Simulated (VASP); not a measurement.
Input of a VASP 6.6.1 run:

File POSCAR:

```
CdSe
1.0
    0.0000000000      3.0677809692      3.0677809692
    3.0677809692      0.0000000000      3.0677809692
    3.0677809692      3.0677809692      0.0000000000
Cd Se
1 1
Direct
    0.0000000000      0.0000000000      0.0000000000
    0.2500000000      0.2500000000      0.2500000000
```

INCAR.step1

```
SYSTEM = CdSe
PREC = Accurate
ENCUT = 520
ISMEAR = -1
SIGMA = 0.02
LREAL = .False.
LASPH = .True.
NELM = 60
NBANDS = 16
GGA = PE
ALGO = Normal
EDIFF = 1E-4
LWAVE = .True.
LCHARG = .False.
```

INCAR.step2

```
SYSTEM = CdSe
PREC = Accurate
ENCUT = 520
EDIFF = 1E-6
ISMEAR = -1
SIGMA = 0.02
LREAL = .False.
LASPH = .True.
NELM = 60
ALGO = Normal
ISIF = 2
LWAVE = .False.
LCHARG = .True.
METAGGA = R2SCAN
LMIXTAU = .True.
LELF = .True.
LVHAR = .True.
NBANDS = 16
ISTART = 1
```

Contents of KPOINTS:

```
regular mesh
0
Gamma
  6 6 6
  0 0 0
```

Potentials or basis: VASP PAW PBE potentials, release 64 (Cd, Se).

The run is started by

```bash
$ cat potpaw_PBE.64/Cd/POTCAR potpaw_PBE.64/Se/POTCAR > POTCAR
$ cp INCAR.step1 INCAR
$ mpirun -np 1 vasp_std > vasp.out
$ cp INCAR.step2 INCAR
$ mpirun -np 1 vasp_std > vasp.out
```

Task: What does it give for the pressure?

Result: 0.2 GPa.

Task: Predict the band gap on the k mesh.

Result: 1.03 eV, direct.

Caveat: the PAW data sets were made with another functional, which shifts forces and pressure a little. r2SCAN opens gaps a little over a GGA but as a rule still falls short of measured ones.
